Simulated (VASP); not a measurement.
Here is a VASP 6.6.1 calculation.

Contents of INCAR:

```
SYSTEM = Tl
PREC = Accurate
ENCUT = 520
EDIFF = 1E-6
ISMEAR = -1
SIGMA = 0.1
LREAL = .FALSE.
LASPH = .TRUE.
NELM = 60
ALGO = Normal
ISIF = 2
LWAVE = .FALSE.
LCHARG = .TRUE.
GGA = RP
LELF = .TRUE.
LVHAR = .TRUE.
NBANDS = 12
```

The input KPOINTS:

```
regular mesh
0
G
  12 12 12
  0 0 0
```

Contents of POSCAR:

```
Tl
1.0
    0.0000000000      2.4521885905      2.4521885905
    2.4521885905      0.0000000000      2.4521885905
    2.4521885905      2.4521885905      0.0000000000
Tl
1
Direct
    0.0000000000      0.0000000000      0.0000000000
```

Potentials or basis: VASP PAW PBE potentials, release 64 (Tl_d).

The run is started by

```sh
$ cat potpaw_PBE.64/Tl_d/POTCAR > POTCAR
$ mpirun -np 1 vasp_std > vasp.out
```

Question: Predict the band gap on the k mesh.

Answer: Zero (an odd number of electrons rules out a gap without spin polarisation).

Question: Estimate the pressure.

Answer: 3.6 GPa.

Caveat: the cell stands under pressure; the PAW data sets were made with another functional, which shifts forces and pressure a little; spin-orbit coupling is left out, which moves the levels of the heavy elements.
